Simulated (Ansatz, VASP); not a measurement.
## One calculation of GaN, two programs

The input POSCAR:

```
GaN
1.0
    0.0000000000      2.1085152343      2.0452597773
    2.1085152343      0.0000000000      2.0452597773
    2.1085152343      2.1085152343      0.0000000000
Ga N
1 1
Direct
    0.0000000000      0.0000000000      0.0000000000
    0.5000000000      0.5000000000      0.5000000000
```

Contents of INCAR.step1:

```
PREC = Accurate
ENCUT = 910
ISMEAR = 0
SIGMA = 0.01
LREAL = F
LASPH = T
NELM = 120
NBANDS = 16
GGA = PE
ALGO = Normal
EDIFF = 1E-5
LWAVE = T
LCHARG = F
GGA_COMPAT = F
```

The input INCAR.step2:

```
PREC = Accurate
ENCUT = 910
EDIFF = 1E-6
ISMEAR = 0
SIGMA = 0.01
LREAL = F
LASPH = T
NELM = 120
ALGO = Normal
ISIF = 2
LWAVE = F
LCHARG = T
METAGGA = R2SCAN
LMIXTAU = T
LELF = T
LVHAR = T
NBANDS = 16
ISTART = 1
GGA_COMPAT = F
```

File KPOINTS:

```
Automatic mesh
0
Gamma
  10 10 10
```

Input for Ansatz:

```yaml
crystal:
  lattice:
    - [0.0, 2.1085152343, 2.0452597773]
    - [2.1085152343, 0.0, 2.0452597773]
    - [2.1085152343, 2.1085152343, 0.0]
  atoms:
    - { symbol: Ga, position: [0.0, 0.0, 0.0] }
    - { symbol: "N", position: [0.5, 0.5, 0.5] }
kpoints:
  mp_grid: { grid: [10, 10, 10] }
  band_path:
    path:
      - [0.0, 0.0, 0.0]
      - [0.5, 0.0, 0.5]
      - [0.625, 0.25, 0.625]
      - [0.375, 0.375, 0.75]
      - [0.5, 0.5, 0.5]
      - [0.5, 0.25, 0.75]
      - [0.005208, 0.182292, -0.179687]
      - [0.5, 0.5, 0.0]
    npoints: 1
hamiltonian:
  xc: r2scan
scf:
  occupations: { method: fixed }
  n_extra_bands: 4
output:
  forces: true
  stress: true
  eigenvalues: true
```

Change from the starting cell: uniaxial_z strain -3.0%.

Alike in both runs: task single point; functional r2SCAN; k mesh 10 × 10 × 10; no spin polarisation.

```csv
,VASP,Ansatz
version,VASP 6.6.1,Ansatz 0.2.0
potentials or method,"VASP PAW PBE potentials, release 64 (Ga_d, N_h)","plane waves, PAW"
plane-wave cutoff (eV),910,500
occupations,"gaussian, width 0.01 eV",fixed
valence electrons in the cell,18,18
```

VASP gave:

```
gap on the k mesh at the Fermi level (eV) : 1.16
```

Question: What did Ansatz give for the same quantities?

Answer: gap on the k mesh at the Fermi level (eV): 1.19.

VASP's potentials were made for PBE, not for r2SCAN.

Noted on VASP's run: the cutoff is short for stress, so the pressure is rough.
